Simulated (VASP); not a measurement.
Crystal: Ti4B.

```
Ti B
1.0
     4.13522    0.00000    0.00000
     0.00000    4.13522    0.00000
     0.00000    0.00000    4.13522
Ti B
4 1
Direct
  0.25000 0.25000 0.25000
  0.75000 0.75000 0.25000
  0.25000 0.75000 0.75000
  0.75000 0.25000 0.75000
  0.00000 0.00000 0.00000
```

The cell was generated, and may not be a known phase.

```yaml
Program: VASP 6.6.1
Task: relaxation of cell and atoms
Functional: PBE
Potentials_or_basis: VASP PAW PBE potentials, release 64 (Ti_sv, B)
Cutoff: 600 eV
k_mesh: 4 × 4 × 4
Occupations: gaussian, width 0.1 eV
Spin: no spin polarisation
```

At the start: pressure 36.0 GPa; volume 14.14 Å³/atom.

Question: How do energy, volume and symmetry change on relaxing?

Answer: Over 8 steps the energy falls by 517.0 meV/atom and the volume is 16.94 Å³/atom (+19.8 %); space group P-43m (No. 215, to 0.1 Å) before and after.

Step by step:
```tsv
step	energy change (eV)	largest force (eV/Å)	pressure (GPa)	volume (Å³)
1	0.0000	5.2697	35.97	70.71
2	-0.7309	1.0348	-15.85	108.44
3	-2.5638	0.0273	-2.62	87.11
4	-2.5730	0.1471	-1.67	86.29
5	-2.5747	0.2367	-0.93	85.70
6	-2.5842	0.0944	0.11	84.63
7	-2.5846	0.0583	0.37	84.37
8	-2.5852	0.0168	-0.09	84.69
```

Final structure:
```cif
data_structure
_symmetry_space_group_name_H-M 'P 1'
_symmetry_Int_Tables_number 1
_cell_length_a 4.3915
_cell_length_b 4.3915
_cell_length_c 4.3915
_cell_angle_alpha 90.000
_cell_angle_beta 90.000
_cell_angle_gamma 90.000
_cell_volume 84.69
loop_
_atom_site_label
_atom_site_type_symbol
_atom_site_fract_x
_atom_site_fract_y
_atom_site_fract_z
_atom_site_occupancy
Ti1 Ti 0.27009 0.27009 0.27009 1
Ti2 Ti 0.72991 0.72991 0.27009 1
Ti3 Ti 0.27009 0.72991 0.72991 1
Ti4 Ti 0.72991 0.27009 0.72991 1
B1 B 0.00000 0.00000 0.00000 1
```

Caveat: the k points lie up to 0.36 Å⁻¹ apart in the final cell, too coarse for converged energies and pressures of a metal; the volume moved by over 15 % at a fixed basis, so the end points are rough.
